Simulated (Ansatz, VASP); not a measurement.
**One calculation of Al, two programs**

File INCAR:

```
PREC = Accurate
ENCUT = 520
EDIFF = 1E-6
ISMEAR = -1
SIGMA = 0.05
LREAL = False
LASPH = True
NELM = 100
ALGO = Normal
ISIF = 2
LWAVE = False
LCHARG = False
GGA = PS
NBANDS = 10
```

The input KPOINTS:

```
Automatic mesh
0
Gamma
  14 14 7
```

The input POSCAR:

```
Al
1.0
    2.8124550000      0.0281245500      0.0281245500
   -1.3818714200      2.4215957200      0.0102943000
    0.0486685000      0.0486685000      4.8668500000
Al
2
Direct
    0.6666666667      0.3333333333      0.7500000000
    0.3333333333      0.6666666667      0.2500000000
```

Input for Ansatz:

```yaml
crystal:
  lattice:
    - [2.812455, 0.028124549999999998, 0.028124549999999998]
    - [-1.38187142, 2.42159572, 0.010294300000000001]
    - [0.0486685, 0.0486685, 4.86685]
  atoms:
    - { symbol: Al, position: [0.6666666666666666, 0.3333333333333333, 0.75] }
    - { symbol: Al, position: [0.3333333333333333, 0.6666666666666666, 0.25] }
basis:
  ecutwfc: 550.0
kpoints:
  mp_grid:
    grid: [14, 14, 7]
hamiltonian:
  xc: pbesol
scf:
  occupations:
    method: fermi_dirac
    width: 0.05
output:
  stress: true
```

Alike in both runs: task single point; functional PBEsol; k mesh 14 × 14 × 7; occupations fermi-dirac, width 0.05 eV; no spin polarisation.

```csv
,VASP,Ansatz
version,VASP 6.6.1,Ansatz 0.2.0
potentials or method,"VASP PAW PBE potentials, release 64 (Al), cutoff 520 eV","plane waves, PAW"
valence electrons in the cell,6,6
```

Ansatz gave:

- pressure (GPa): -1.3
- traceless stress, the component that is largest in VASP (GPa): -1.17

Which values does VASP return?

Pressure (GPa): -1.3; traceless stress, the component that is largest in VASP (GPa): -1.19.

VASP's potentials were made for PBE, not for PBEsol.
